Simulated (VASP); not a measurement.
Input of a VASP 6.6.1 run:

Contents of INCAR:

```
SYSTEM = SnSe
ALGO = Normal
EDIFF = 1E-6
ENCUT = 520
GGA = PS
ISIF = 2
ISMEAR = 0
LASPH = .True.
LCHARG = .True.
LELF = .True.
LREAL = .False.
LVHAR = .True.
LWAVE = .False.
NBANDS = 17
NELM = 100
PREC = Accurate
SIGMA = 0.05
```

KPOINTS

```
k-points
0
Gamma
  8 8 8
  0 0 0
```

File POSCAR:

```
SnSe
1.0
    0.0000000000      3.0100000000      3.0100000000
    3.0100000000      0.0000000000      3.0100000000
    3.0100000000      3.0100000000      0.0000000000
Sn Se
1 1
Direct
    0.0000000000      0.0000000000      0.0000000000
    0.4937707641      0.4937707641      0.5062292359
```

Potentials or basis: VASP PAW PBE potentials, release 64 (Sn_d, Se).

The run is started by

```console
$ cat potpaw_PBE.64/Sn_d/POTCAR potpaw_PBE.64/Se/POTCAR > POTCAR
$ mpirun -np 1 vasp_std > vasp.out
```

**Question.** What does it give for the band gap on the k mesh?

**Answer.** 0.66 eV, direct.

**Question.** Estimate the pressure.

**Answer.** -1.9 GPa.

Caveat: the cell differs from its parent crystal (all Se atoms moved +0.037 Å, as atom 2 towards its neighbour atom 1 (Sn) at 3.010 Å); the PAW data sets were made with another functional, which shifts forces and pressure a little; spin-orbit coupling is left out, which moves the levels of the heavy elements. A k mesh can miss the band edges.
